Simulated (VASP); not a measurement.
Input of a VASP 6.6.1 run:

The input INCAR:

```
PREC     = Accurate       # precision mode
ENCUT    = 600            # plane-wave cutoff, eV
EDIFF    = 1E-6           # SCF threshold, eV
ISMEAR   = -1             # smearing method
SIGMA    = 0.05           # smearing width, eV
LREAL    = False          # projectors in reciprocal space
LASPH    = True           # aspherical terms in the spheres
NELM     = 60             # most SCF steps
ALGO     = Normal         # electronic algorithm
ISIF     = 3              # what is computed and relaxed
LWAVE    = False          # write WAVECAR
LCHARG   = False          # write CHGCAR
GGA      = PE             # functional
IBRION   = 2              # ionic algorithm
NSW      = 32             # ionic steps
EDIFFG   = -0.005         # ionic threshold
PSTRESS  = 240.0
```

The input KPOINTS:

```
Automatic mesh
0
Gamma
  17 17 17
```

Contents of POSCAR:

```
Ge
1.0
   -1.5669888886      1.5669888886      1.5669888886
    1.5669888886     -1.5669888886      1.5669888886
    1.5669888886      1.5669888886     -1.5669888886
Ge
1
Direct
    0.0000000000      0.0000000000      0.0000000000
```

Potentials or basis: VASP PAW PBE potentials, release 64 (Ge_d).

Run with:

```console
$ cat potpaw_PBE.64/Ge_d/POTCAR > POTCAR
$ mpirun -np 1 vasp_std > vasp.out
```

**Question.** What does it give for the band gap on the k mesh?

**Answer.** Zero (bands 7 and 8 overlap by 15.36 eV).

Final structure:
```yaml
crystal:
  lattice:
    - [-1.56699, 1.56699, 1.56699]
    - [1.56699, -1.56699, 1.56699]
    - [1.56699, 1.56699, -1.56699]
  atoms:
    - { symbol: Ge, position: [0.00000, 0.00000, 0.00000] }
```

Caveat: the relaxation stopped at its first step, so nothing moved; the cell is relaxed towards a set pressure, so the run minimises the enthalpy, not the energy.
